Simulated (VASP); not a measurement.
Input of a VASP 6.6.1 run:

The input POSCAR:

```
CsSnI3
1.0
    6.2414907048      0.0000000000      0.0000000000
    0.0000000000      6.2414907048      0.0000000000
    0.0000000000      0.0000000000      6.3039056119
Cs Sn I
1 1 3
Direct
    0.0000000000      0.0000000000      0.0000000000
    0.5000000000      0.5000000000      0.5000000000
    0.5000000000      0.5000000000      0.0000000000
    0.5000000000      0.0000000000      0.5000000000
    0.0000000000      0.5000000000      0.5000000000
```

The input INCAR.step1:

```
ALGO = Normal ; EDIFF = 1E-4
ENCUT = 520 ; GGA = PE
ISMEAR = 0 ; LASPH = T
LCHARG = F ; LREAL = F
LWAVE = T ; NBANDS = 30
NELM = 60 ; PREC = Accurate
SIGMA = 0.01
```

File INCAR.step2:

```
ALGO = Normal ; EDIFF = 1E-7
ENCUT = 520 ; ISIF = 2
ISMEAR = 0 ; ISTART = 1
LASPH = T ; LCHARG = F
LMIXTAU = T ; LREAL = F
LWAVE = F ; METAGGA = R2SCAN
NBANDS = 30 ; NELM = 60
PREC = Accurate ; SIGMA = 0.01
```

KPOINTS

```
k-points
0
Gamma
  4 4 4
```

Potentials or basis: VASP PAW PBE potentials, release 64 (Cs_sv, Sn_d, I).

Launch:

```bash
$ cat potpaw_PBE.64/Cs_sv/POTCAR potpaw_PBE.64/Sn_d/POTCAR potpaw_PBE.64/I/POTCAR > POTCAR
$ cp INCAR.step1 INCAR
$ mpirun -np 1 vasp_std > vasp.out
$ cp INCAR.step2 INCAR
$ mpirun -np 1 vasp_std > vasp.out
```

(1) Predict the pressure.

(2) What does it give for the band gap on the k mesh?

Results:

(1) -0.2 GPa.

(2) 0.50 eV.

Caveat: the cell differs from its parent crystal (uniaxial z strain +1.0%); semilocal functionals underestimate gaps, and a narrow one can read as zero; the PAW data sets were made with another functional, which shifts forces and pressure a little; spin-orbit coupling is left out, which moves the levels of the heavy elements.
